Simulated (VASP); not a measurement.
Input of a VASP 6.6.1 run:

Contents of INCAR:

```
PREC = Accurate ; ENCUT = 520
EDIFF = 1E-7 ; ISMEAR = -1
SIGMA = 0.1 ; LREAL = F
LASPH = T ; NELM = 100
ALGO = Normal ; ISIF = 2
LWAVE = F ; LCHARG = F
NBANDS = 20
```

Contents of KPOINTS:

```
regular mesh
0
Gamma
  15 15 8
```

POSCAR

```
Nb
1.0
   -1.9111653826      1.9112407775      1.3679519251
    1.9112407775     -1.9111653826      1.3679519251
    3.4725540001      3.4725540001     -1.3678138392
Nb
2
Direct
    0.0002466825      0.9997533175      0.0000000000
    0.7497533175      0.2502466825      0.5000000000
```

Potentials or basis: VASP PAW LDA potentials, release 64 (Nb_sv).

Run with:

```sh
$ cat potpaw_LDA.64/Nb_sv/POTCAR > POTCAR
$ mpirun -np 1 vasp_std > vasp.out
```

Question: Predict the pressure.

Answer: -6.9 GPa.

Question: Predict the band gap on the k mesh.

Answer: Zero (bands 13 and 14 overlap by 2.79 eV).

Question: Estimate the largest force.

Answer: 0.005 eV/Å.

Forces on the atoms (eV/Å):
```
Nb   0.004 -0.004  0.000
Nb  -0.004  0.004  0.000
```

Caveat: the cell stands under tension.
